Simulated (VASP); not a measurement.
# Sb3As (Pm-3m) in VASP: further runs, part 2 of 2

VASP 6.6.1. Earlier steps stand in the parts before.

**3. Relaxation of cell and atoms, PBE**

File INCAR:

```
PREC     = Accurate       # precision mode
ENCUT    = 600            # plane-wave cutoff, eV
EDIFF    = 1E-6           # SCF threshold, eV
ISMEAR   = 0              # smearing method
SIGMA    = 0.1            # smearing width, eV
LREAL    = F              # projectors in reciprocal space
LASPH    = T              # aspherical terms in the spheres
NELM     = 100            # most SCF steps
ALGO     = Normal         # electronic algorithm
ISIF     = 3              # what is computed and relaxed
LWAVE    = F              # write WAVECAR
LCHARG   = F              # write CHGCAR
GGA      = PE             # functional
IBRION   = 2              # ionic algorithm
NSW      = 100            # ionic steps
EDIFFG   = -0.01          # ionic threshold
```

File KPOINTS:

```
Automatic mesh
0
Gamma
  10 10 10
```

File POSCAR:

```
Sb3As
1.0
    4.6728333882      0.0000000000      0.0000000000
    0.0000000000      4.6728333882      0.0000000000
    0.0000000000      0.0000000000      4.6728333882
Sb As
3 1
Direct
    0.0000000000      0.5000000000      0.5000000000
    0.5000000000      0.0000000000      0.5000000000
    0.5000000000      0.5000000000      0.0000000000
    0.0000000000      0.0000000000      0.0000000000
```

Potentials or basis: VASP PAW PBE potentials, release 64 (Sb, As).

Started as:

```console
$ cat potpaw_PBE.64/Sb/POTCAR potpaw_PBE.64/As/POTCAR > POTCAR
$ mpirun -np 1 vasp_std > vasp.out
```

OUTCAR:

```text
PREC = Accurate
   ENCUT = 600
   EDIFF = 1E-6
   ISMEAR = 0
   LREAL = F
   LASPH = T
   NELM = 100
   ISIF = 3
   GGA = PE
   IBRION = 2
   NSW = 100
   EDIFFG = -0.01

 ion  position               nearest neighbor table
   1  0.000  0.500  0.500-   2 3.30   3 3.30   4 3.30   3 3.30   4 3.30   2 3.30   4 3.30   4 3.30
                             2 3.30   3 3.30   3 3.30   2 3.30
   2  0.500  0.000  0.500-   1 3.30   3 3.30   4 3.30   3 3.30   4 3.30   1 3.30   3 3.30   3 3.30
                             1 3.30   4 3.30   4 3.30   1 3.30
   3  0.500  0.500  0.000-   1 3.30   2 3.30   4 3.30   1 3.30   2 3.30   2 3.30   4 3.30   2 3.30
                             1 3.30   4 3.30   1 3.30   4 3.30
   4  0.000  0.000  0.000-   1 3.30   2 3.30   3 3.30   1 3.30   2 3.30   1 3.30   3 3.30   1 3.30
                             2 3.30   3 3.30   2 3.30   3 3.30

  LATTYP: Found a simple cubic cell.
 ALAT       =     4.6728333882

  Lattice vectors:

 A1 = (   4.6728333882,   0.0000000000,   0.0000000000)
 A2 = (   0.0000000000,   4.6728333882,   0.0000000000)
 A3 = (   0.0000000000,   0.0000000000,   4.6728333882)

Analysis of symmetry for initial positions (statically):
=====================================================================
 Subroutine PRICEL returns:
 Original cell was already a primitive cell.

 Routine SETGRP: Setting up the symmetry group for a
 simple cubic supercell.

 Subroutine GETGRP returns: Found 48 space group operations
 (whereof 48 operations were pure point group operations)
 out of a pool of 48 trial point group operations.

The static configuration has the point symmetry O_h .

Analysis of symmetry for dynamics (positions and initial velocities):
=====================================================================
 Subroutine PRICEL returns:
 Original cell was already a primitive cell.

 Routine SETGRP: Setting up the symmetry group for a
 simple cubic supercell.

 Subroutine GETGRP returns: Found 48 space group operations
 (whereof 48 operations were pure point group operations)
 out of a pool of 48 trial point group operations.

The dynamic configuration has the point symmetry O_h .

 Subroutine INISYM returns: Found 48 space group operations
 (whereof 48 operations are pure point group operations),
 and found     1 'primitive' translations

----------------------------------------------------------------------------------------

                                     Primitive cell

  volume of cell :     102.0331

  direct lattice vectors                    reciprocal lattice vectors
     4.672833388  0.000000000  0.000000000     0.214002922  0.000000000  0.000000000
     0.000000000  4.672833388  0.000000000     0.000000000  0.214002922  0.000000000
     0.000000000  0.000000000  4.672833388     0.000000000  0.000000000  0.214002922

  length of vectors
     4.672833388  4.672833388  4.672833388     0.214002922  0.214002922  0.214002922

  position of ions in fractional coordinates (direct lattice)
     0.000000000  0.500000000  0.500000000
     0.500000000  0.000000000  0.500000000
     0.500000000  0.500000000  0.000000000
     0.000000000  0.000000000  0.000000000

  ion indices of the primitive-cell ions
   primitive index   ion index
                 1           1
                 2           2
                 3           3
                 4           4

[... 63 lines left out ...]
   ISTART =      0    job   : 0-new  1-cont  2-samecut
   ICHARG =      2    charge: 1-file 2-atom 10-const
   ISPIN  =      1    spin polarized calculation?
   LNONCOLLINEAR =      F non collinear calculations
   LSORBIT =      F    spin-orbit coupling
   LASPH  =      T    aspherical Exc in radial PAW
   ENCUT  =  600.0 eV  44.10 Ry    6.64 a.u.   9.33  9.33  9.33*2*pi/ulx,y,z
   NELM   =    100;   NELMIN=  2; NELMDL= -5     # of ELM steps
   EDIFF  = 0.1E-05   stopping-criterion for ELM
   LREAL  =      F    real-space projection
   EDIFFG = -.1E-01   stopping-criterion for IOM
   NSW    =    100    number of steps for IOM
   IBRION =      2    ionic relax: 0-MD 1-quasi-New 2-CG
   NFREE  =      1    steps in history (QN), initial steepest desc. (CG)
   ISIF   =      3    stress and relaxation
   ISYM   =      2    0-nonsym 1-usesym 2-fastsym
   POTIM  = 0.5000    time-step for ionic-motion
   TEBEG  =    0.0;   TEEND  =   0.0 temperature during run
   PSTRESS=    0.0 pullay stress
   NELECT =      20.0000    total number of electrons
   NUPDOWN=      -1.0000    fix difference up-down
   EMIN   =  10.00;   EMAX   =-10.00  energy-range for DOS
   EFERMI =   0.00;   METHOD = LEGACY
   ISMEAR =     0;   SIGMA  =   0.10  broadening in eV -4-tet -1-fermi 0-gaus
   EFERMI_NEDOS =   21; number of points for ismear=-14 and -15
   IALGO  =     38    algorithm
   IMIX   =      4    mixing-type and parameters
     AMIX     =   0.40;   BMIX     =  1.00
     AMIX_MAG =   1.60;   BMIX_MAG =  1.00
  volume/ion in A,a.u.               =      25.51       172.14
  Fermi-wavevector in a.u.,A,eV,Ry     =   0.950980  1.797091 12.304595  0.904362
  Thomas-Fermi vector in A             =   2.079407
   LORBIT       =      0    0 simple, 1 ext, 2 COOP (PROOUT), +10 PAW based schemes
   GGA     = PE    functional components
   LHFCALC =     F    Hartree Fock is set to
   AEXX    =    0.0000 exact exchange contribution
   IVDW    =     0    specifies the selected vdW correction
   LEPSILON=     F    determine dielectric tensor
   LRPA    =     F    only Hartree local field effects (RPA)
 conjugate gradient relaxation of ions
 non-spin polarized calculation
 Gauss-broadening in eV      SIGMA  =   0.10
  energy-cutoff  :      600.00
  volume of cell :      102.03
 maximum number of plane-waves:      3448
 NGX is ok and might be reduce to    40
   NGX = 19   NGY = 19   NGZ = 19

--------------------------------------- Ionic step        1  -------------------------------------------

 number of electron      19.9999998 magnetization

 Free energy of the ion-electron system (eV)
  ---------------------------------------------------
  ext. energy  EPLUGINS =         0.00000000
  ---------------------------------------------------
  free energy    TOTEN  =       -15.55226271 eV

  energy without entropy =      -15.54141920  energy(sigma->0) =      -15.54684095

------------------------ aborting loop because EDIFF is reached ----------------------------------------

  FORCE on cell =-STRESS in cart. coord.  units (eV):
  Direction    XX          YY          ZZ          XY          YZ          ZX
  --------------------------------------------------------------------------------------
  -------------------------------------------------------------------------------------
  Total       -0.1527733     -0.1527733     -0.1527733     -0.0000000     -0.0000000     -0.0000000
  in kB       -2.3989280     -2.3989280     -2.3989280     -0.0000000     -0.0000000     -0.0000000
  external PRESSURE =      -2.3989280 kB  Pullay stress =       0.0000000 kB
[... 63 lines left out ...]
--------------------------------------- Ionic step        3  -------------------------------------------

 number of electron      19.9999998 magnetization

 Free energy of the ion-electron system (eV)
  ---------------------------------------------------
  ext. energy  EPLUGINS =         0.00000000
  ---------------------------------------------------
  free energy    TOTEN  =       -15.55256332 eV

  energy without entropy =      -15.54173096  energy(sigma->0) =      -15.54714714

 E-fermi :   7.9098     XC(G=0): -10.2600

 val. band max:        7.9078342225   @ k =   0.5000   0.1000   0.1000
 cond. band min:       7.9354332221   @ k =   0.5000   0.3000   0.0000
 fundamental gap:      0.0275989996
 Fermi energy:         7.9098185324

 k-point     1 :       0.0000    0.0000    0.0000
  band No.  band energies     occupation
      1      -5.3701      2.00000
      2      -0.9702      2.00000
      3       0.5226      2.00000
      4       0.5226      2.00000
      5       2.9556      2.00000
      6       2.9556      2.00000
      7       2.9556      2.00000
      8       7.9853      0.28572
      9       7.9853      0.28572
     10       7.9853      0.28572
     11       8.6130      0.00000
     12       8.6130      0.00000
     13       8.6130      0.00000
     14      11.6878      0.00000
[... 377 lines left out ...]
      1      -4.6515      2.00000
      2      -2.1801      2.00000
      3      -0.5081      2.00000
      4       0.2843      2.00000
      5       3.8001      2.00000
      6       3.9773      2.00000
      7       5.7512      2.00000
      8       5.8045      2.00000
      9       5.9093      2.00000
     10       7.6980      1.99726
     11       7.9748      0.35814
     12       8.1886      0.00008
     13       9.0786      0.00000
     14       9.6146      0.00000

 [... further k-points ...]
[... 5 lines left out ...]
  --------------------------------------------------------------------------------------
  -------------------------------------------------------------------------------------
  Total        0.0051384      0.0051384      0.0051384      0.0000000      0.0000000      0.0000000
  in kB        0.0809999      0.0809999      0.0809999      0.0000000      0.0000000      0.0000000
  external PRESSURE =       0.0809999 kB  Pullay stress =       0.0000000 kB
[... 19 lines left out ...]
  FREE ENERGIE OF THE ION-ELECTRON SYSTEM (eV)
  ---------------------------------------------------
  free  energy   TOTEN  =       -15.5525633186 eV

  energy  without entropy=      -15.5417309566  energy(sigma->0) =      -15.54714714

 reached required accuracy - stopping structural energy minimisation
```

Run time: 85 s. Hardware: 1 thread of AMD EPYC 9R45 (Zen 5), shared host; peak memory 0.28 GiB.

What came out:

* Free energy: -15.5526 eV
* Relaxed volume: 25.41 Å³/atom
* Relaxed cell: a = 4.667 Å, b = 4.667 Å, c = 4.667 Å, α = 90.00°, β = 90.00°, γ = 90.00°
* Space group after relaxing (to 0.1 Å): Pm-3m (No. 221)
* Energy gained by relaxing: 0.1 meV/atom
* Ionic steps: 3
* Pressure after relaxing: 0.0 GPa
* Band gap on the k mesh: zero (bands 10 and 11 overlap by 4.06 eV)

Step by step:
```csv
step,energy change (eV),largest force (eV/Å),pressure (GPa),volume (Å³)
1,0.0000,0.0000,-0.24,102.03
2,-0.0002,0.0000,0.11,101.47
3,-0.0003,0.0000,0.01,101.64
```

Final structure:
```cif
data_structure
_symmetry_space_group_name_H-M 'P 1'
_symmetry_Int_Tables_number 1
_cell_length_a 4.6668
_cell_length_b 4.6668
_cell_length_c 4.6668
_cell_angle_alpha 90.000
_cell_angle_beta 90.000
_cell_angle_gamma 90.000
_cell_volume 101.64
loop_
_atom_site_label
_atom_site_type_symbol
_atom_site_fract_x
_atom_site_fract_y
_atom_site_fract_z
_atom_site_occupancy
Sb1 Sb 0.00000 0.50000 0.50000 1
Sb2 Sb 0.50000 0.00000 0.50000 1
Sb3 Sb 0.50000 0.50000 0.00000 1
As1 As 0.00000 0.00000 0.00000 1
```

Caveat: spin-orbit coupling is left out, which moves the levels of the heavy elements.
